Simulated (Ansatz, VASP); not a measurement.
**Ge: VASP beside Ansatz**

```
Ge
1.0
     5.93000    0.00000    0.00000
     0.00000    5.93000    0.00000
     0.00000    0.00000    6.98000
Ge
12
Direct
  0.37500 0.16670 0.75000
  0.33330 0.87500 0.50000
  0.62500 0.83330 0.25000
  0.66670 0.12500 0.00000
  0.87500 0.33330 0.50000
  0.83330 0.62500 0.75000
  0.12500 0.66670 0.00000
  0.16670 0.37500 0.25000
  0.57500 0.42500 0.25000
  0.92500 0.92500 0.50000
  0.42500 0.57500 0.75000
  0.07500 0.07500 0.00000
```

Alike in both runs: functional LDA; k mesh 5 × 5 × 4; occupations fermi-dirac, width 0.05 eV; no spin polarisation.

```csv
,VASP,Ansatz
version,VASP 6.6.1,Ansatz 0.2.0
potentials or method,"VASP PAW LDA potentials, release 64 (Ge_d), cutoff 520 eV","all-electron LAPW, scalar-relativistic"
task,single point,band structure
```

VASP gave:

| Property | Result |
| --- | --- |
| gap on the k mesh at the Fermi level (eV) | 0.63 |
| least direct gap on the mesh (eV) | 0.63 |
| pressure (GPa) | -1.4 |
| traceless stress, the component that is largest in VASP (GPa) | -0.55 |
| rms of the force components (eV/Å) | 0.334 |

**Question.** Which values does Ansatz return?

**Answer.** gap on the k mesh at the Fermi level (eV): 0.61; least direct gap on the mesh (eV): 0.61; pressure (GPa): -1.4; traceless stress, the component that is largest in VASP (GPa): -0.54; rms of the force components (eV/Å): 0.333.

LDA's correlation is that of Perdew and Zunger in VASP and of Perdew and Wang (1992) in Ansatz. Atom by atom the forces differ by 0.002 eV/Å (rms over components). Ansatz ran all-electron here, and VASP with PAW potentials.
